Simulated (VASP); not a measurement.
# ZrB2 (P6/mmm) in VASP: further runs, part 2 of 3

VASP 6.6.1.

### 3 Single point, LDA (volume 8.697 Å^3 an atom, c/a of the conventional cell 1.3361)

File INCAR:

```
SYSTEM = ZrB2
PREC = Accurate ; ENCUT = 520
EDIFF = 1E-6 ; ISMEAR = 0
SIGMA = 0.15 ; LREAL = .FALSE.
LASPH = .TRUE. ; NELM = 80
ALGO = Normal ; ISIF = 2
LWAVE = .FALSE. ; LCHARG = .FALSE.
GGA = CA ; NBANDS = 16
```

File KPOINTS:

```
regular mesh
0
G
  18 18 12
  0 0 0
```

File POSCAR:

```
ZrB2
1.0
    2.8251426163      0.0000000000      0.0000000000
   -1.4125713082      2.4466452750      0.0000000000
    0.0000000000      0.0000000000      3.7746730496
Zr B
1 2
Direct
    0.0000000000      0.0000000000      0.0000000000
    0.3333333333      0.6666666667      0.5000000000
    0.6666666667      0.3333333333      0.5000000000
```

Potentials or basis: VASP PAW LDA potentials, release 64 (Zr_sv, B).

Started as:

```bash
$ cat potpaw_LDA.64/Zr_sv/POTCAR potpaw_LDA.64/B/POTCAR > POTCAR
$ mpirun -np 1 vasp_std > vasp.out
```

Wall time 93 s (1 thread of Intel Xeon Platinum 8259CL at 2.50GHz (Skylake/Cascade Lake), shared host); peak memory 0.21 GiB.

It converged, with:

```
Free energy            : -26.2156 eV
Pressure               : 47.6 GPa
Band gap on the k mesh : zero (band 9 reaches 12.44 eV, above the bottom of band 10 at 11.35 eV)
```

Stress tensor (GPa, compression positive):
```
74.23  0.00  0.00
 0.00 74.23  0.00
 0.00  0.00 -5.53
```

Levels at points of the mesh, in eV from the Fermi level:
```
           k point  band 6  band 7  band 8  band 9  band 10  band 11  band 12  band 13
(0.00, 0.00, 0.00)   -3.06   -2.98   -1.05   -1.05     3.95     3.95     5.01     5.01
(0.50, 0.00, 0.00)   -7.85   -4.98   -2.97   -2.30     2.70     3.23     6.65     7.94
(0.00, 0.00, 0.50)   -6.96   -0.49    0.51    0.51     1.32     1.32     2.89     2.89
(0.50, 0.00, 0.50)   -7.15   -4.21   -3.61   -0.88     2.71     5.05     6.52     6.97
```

### 4 Single point, LDA (volume 8.697 Å^3 an atom, c/a of the conventional cell 0.9284)

File INCAR:

```
  PREC = Accurate
  ENCUT = 520
  EDIFF = 1E-6
  ISMEAR = 0
  SIGMA = 0.15
  LREAL = F
  LASPH = T
  NELM = 60
  ALGO = Normal
  ISIF = 2
  LWAVE = F
  LCHARG = T
  GGA = CA
  LELF = T
  LVHAR = T
  NBANDS = 16
```

File KPOINTS:

```
Automatic mesh
0
Gamma
  18 18 12
```

File POSCAR:

```
ZrB2
1.0
    3.1896398881      0.0000000000      0.0000000000
   -1.5948199441      2.7623091720      0.0000000000
    0.0000000000      0.0000000000      2.9612616722
Zr B
1 2
Direct
    0.0000000000      0.0000000000      0.0000000000
    0.3333333333      0.6666666667      0.5000000000
    0.6666666667      0.3333333333      0.5000000000
```

Potentials or basis: VASP PAW LDA potentials, release 64 (Zr_sv, B).

Started as:

```bash
$ cat potpaw_LDA.64/Zr_sv/POTCAR potpaw_LDA.64/B/POTCAR > POTCAR
$ mpirun -np 1 vasp_std > vasp.out
```

OUTCAR:

```text
PREC = Accurate
   ENCUT = 520
   EDIFF = 1E-6
   ISMEAR = 0
   LREAL = F
   LASPH = T
   NELM = 60
   ISIF = 2
   GGA = CA

 ion  position               nearest neighbor table
   1  0.000  0.000  0.000-   2 2.36   3 2.36   2 2.36   3 2.36   3 2.36   3 2.36   2 2.36   2 2.36
                             3 2.36   3 2.36   2 2.36   2 2.36
   2  0.333  0.667  0.500-   3 1.84   3 1.84   3 1.84   1 2.36   1 2.36   1 2.36   1 2.36   1 2.36
                             1 2.36
   3  0.667  0.333  0.500-   2 1.84   2 1.84   2 1.84   1 2.36   1 2.36   1 2.36   1 2.36   1 2.36
                             1 2.36

  LATTYP: Found a hexagonal cell.
 ALAT       =     3.1896398881
 C/A-ratio  =     0.9284000000

  Lattice vectors:

 A1 = (   3.1896398881,   0.0000000000,   0.0000000000)
 A2 = (  -1.5948199441,   2.7623091720,   0.0000000000)
 A3 = (   0.0000000000,   0.0000000000,   2.9612616722)

Analysis of symmetry for initial positions (statically):
=====================================================================
 Subroutine PRICEL returns:
 Original cell was already a primitive cell.

 Routine SETGRP: Setting up the symmetry group for a
 hexagonal supercell.

 Subroutine GETGRP returns: Found 24 space group operations
 (whereof 24 operations were pure point group operations)
 out of a pool of 24 trial point group operations.

The static configuration has the point symmetry D_6h.

Analysis of symmetry for dynamics (positions and initial velocities):
=====================================================================
 Subroutine PRICEL returns:
 Original cell was already a primitive cell.

 Routine SETGRP: Setting up the symmetry group for a
 hexagonal supercell.

 Subroutine GETGRP returns: Found 24 space group operations
 (whereof 24 operations were pure point group operations)
 out of a pool of 24 trial point group operations.

The dynamic configuration has the point symmetry D_6h.

 Subroutine INISYM returns: Found 24 space group operations
 (whereof 24 operations are pure point group operations),
 and found     1 'primitive' translations
[... 113 lines left out ...]
   EFERMI_NEDOS =   21; number of points for ismear=-14 and -15
   IALGO  =     38    algorithm
   IMIX   =      4    mixing-type and parameters
     AMIX     =   0.40;   BMIX     =  1.00
     AMIX_MAG =   1.60;   BMIX_MAG =  1.00
  volume/ion in A,a.u.               =       8.70        58.69
  Fermi-wavevector in a.u.,A,eV,Ry     =   1.446557  2.733596 28.470544  2.092526
  Thomas-Fermi vector in A             =   2.564612
   LORBIT       =      0    0 simple, 1 ext, 2 COOP (PROOUT), +10 PAW based schemes
   GGA     = CA    functional components
   LHFCALC =     F    Hartree Fock is set to
   AEXX    =    0.0000 exact exchange contribution
   IVDW    =     0    specifies the selected vdW correction
   LEPSILON=     F    determine dielectric tensor
   LRPA    =     F    only Hartree local field effects (RPA)
 non-spin polarized calculation
 Gauss-broadening in eV      SIGMA  =   0.15
  energy-cutoff  :      520.00
  volume of cell :       26.09
 maximum number of plane-waves:       732
 NGX is ok and might be reduce to    24
   NGX = 11   NGY = 11   NGZ = 11

 number of electron      18.0000000 magnetization

 Free energy of the ion-electron system (eV)
  ---------------------------------------------------
  ext. energy  EPLUGINS =         0.00000000
  ---------------------------------------------------
  free energy    TOTEN  =       -26.33588872 eV

  energy without entropy =      -26.33347684  energy(sigma->0) =      -26.33468278

 E-fermi :  12.2100     XC(G=0): -13.3846

 val. band max:       12.2085672707   @ k =   0.2778   0.2778   0.0000
 cond. band min:      12.2102131080   @ k =   0.0556   0.0556   0.5000
 fundamental gap:      0.0016458372
 Fermi energy:        12.2099743768

 k-point     1 :       0.0000    0.0000    0.0000
  band No.  band energies     occupation
      1     -35.2149      2.00000
      2     -13.2369      2.00000
      3     -13.1585      2.00000
      4     -13.1585      2.00000
      5      -0.4945      2.00000
      6       8.1001      2.00000
[... 433 lines left out ...]
      3     -13.5069      2.00000
      4     -13.0574      2.00000
      5       2.8518      2.00000
      6       4.5201      2.00000
[... 8 lines left out ...]
     15      23.0589      0.00000
     16      23.7838      0.00000

 [... further k-points ...]
[... 5 lines left out ...]
  --------------------------------------------------------------------------------------
  -------------------------------------------------------------------------------------
  Total        3.3696923      3.3696923     14.9576543     -0.0000000     -0.0000000     -0.0000000
  in kB      206.9236361    206.9236361    918.5088556     -0.0000000     -0.0000000     -0.0000000
  external PRESSURE =     444.1187093 kB  Pullay stress =       0.0000000 kB

 VOLUME and BASIS-vectors are now :
 -----------------------------------------------------------------------------
  energy-cutoff  :      520.00
  volume of cell :       26.09
      direct lattice vectors                 reciprocal lattice vectors
     3.189639888  0.000000000  0.000000000     0.313515016  0.181007979  0.000000000
    -1.594819944  2.762309172  0.000000000     0.000000000  0.362015958  0.000000000
     0.000000000  0.000000000  2.961261672     0.000000000  0.000000000  0.337693899

 POSITION                                       TOTAL-FORCE (eV/Angst)
 -----------------------------------------------------------------------------------
      0.00000      0.00000      0.00000         0.000000      0.000000      0.000000
     -0.00000      1.84154      1.48063         0.000000     -0.000000      0.000000
      1.59482      0.92077      1.48063        -0.000000      0.000000      0.000000
 -----------------------------------------------------------------------------------
    total drift:                               -0.000000      0.000000      0.000000

  FREE ENERGIE OF THE ION-ELECTRON SYSTEM (eV)
  ---------------------------------------------------
  free  energy   TOTEN  =       -26.3358887232 eV

  energy  without entropy=      -26.3334768398  energy(sigma->0) =      -26.33468278
```

OSZICAR:

```text
N       E                     dE             d eps       ncg     rms          rms(c)
DAV:   1     0.107017511650E+03    0.10702E+03   -0.99008E+03  8304   0.115E+03
DAV:   2    -0.245425609368E+02   -0.13156E+03   -0.12619E+03 10800   0.303E+02
DAV:   3    -0.285673036823E+02   -0.40247E+01   -0.40087E+01 12296   0.460E+01
DAV:   4    -0.286239418060E+02   -0.56638E-01   -0.56626E-01 10432   0.503E+00
DAV:   5    -0.286254911329E+02   -0.15493E-02   -0.15493E-02 12288   0.506E-01    0.338E+01
DAV:   6    -0.264139248282E+02    0.22116E+01   -0.42896E+00 10768   0.160E+01    0.143E+01
DAV:   7    -0.263374354644E+02    0.76489E-01   -0.72054E-01 12488   0.550E+00    0.438E+00
DAV:   8    -0.263410107685E+02   -0.35753E-02   -0.12802E-01 10448   0.339E+00    0.404E-01
DAV:   9    -0.263359802356E+02    0.50305E-02   -0.18689E-02 10112   0.133E+00    0.947E-02
DAV:  10    -0.263359198480E+02    0.60388E-04   -0.46520E-04  9952   0.170E-01    0.547E-02
DAV:  11    -0.263358922837E+02    0.27564E-04   -0.47203E-05 10784   0.597E-02    0.212E-02
DAV:  12    -0.263358887292E+02    0.35545E-05   -0.18270E-05 12680   0.369E-02    0.217E-03
DAV:  13    -0.263358887232E+02    0.59390E-08   -0.33686E-07  5024   0.504E-03
   1 F= -.26335889E+02 E0= -.26334683E+02  d E =-.241188E-02
```

stdout:

```text
POSCAR found type information on POSCAR ZrB
 POSCAR found :  2 types and       3 ions
 scaLAPACK will be used
 LDA part: xc-table for (Slater(with rela. corr.)+CA(PZ))
 , standard interpolation
 POSCAR, INCAR and KPOINTS ok, starting setup
 FFT: planning ... GRIDC
 FFT: planning ... GRID_SOFT
 FFT: planning ... GRID
 WAVECAR not read
 entering main loop
```

Wall time 66 s (1 thread of Intel Xeon Platinum 8259CL at 2.50GHz (Skylake/Cascade Lake), shared host); peak memory 0.21 GiB.

What came out:

| Quantity | Value |
| --- | --- |
| Free energy | -26.3359 eV |
| Pressure | 44.4 GPa |
| Band gap on the k mesh | zero (band 9 reaches 13.02 eV, above the bottom of band 10 at 11.02 eV) |

Levels at points of the mesh, in eV from the Fermi level:
```csv
k point,band 5,band 6,band 7,band 8,band 9,band 10,band 11,band 12,band 13,band 14
"(0.00, 0.00, 0.00)",-12.70,-4.11,-4.11,-2.54,-0.16,3.66,4.64,4.64,5.11,5.11
"(0.50, 0.00, 0.00)",-9.38,-7.93,-3.13,-3.10,-2.48,3.66,3.80,4.42,5.09,8.15
"(0.00, 0.00, 0.50)",-9.06,-7.15,-1.47,-1.47,-1.19,-1.19,0.99,0.99,3.82,6.49
"(0.50, 0.00, 0.50)",-10.32,-5.94,-5.74,-4.61,-1.68,5.06,5.74,6.97,8.64,9.88
```

[end of part 2 of 3]
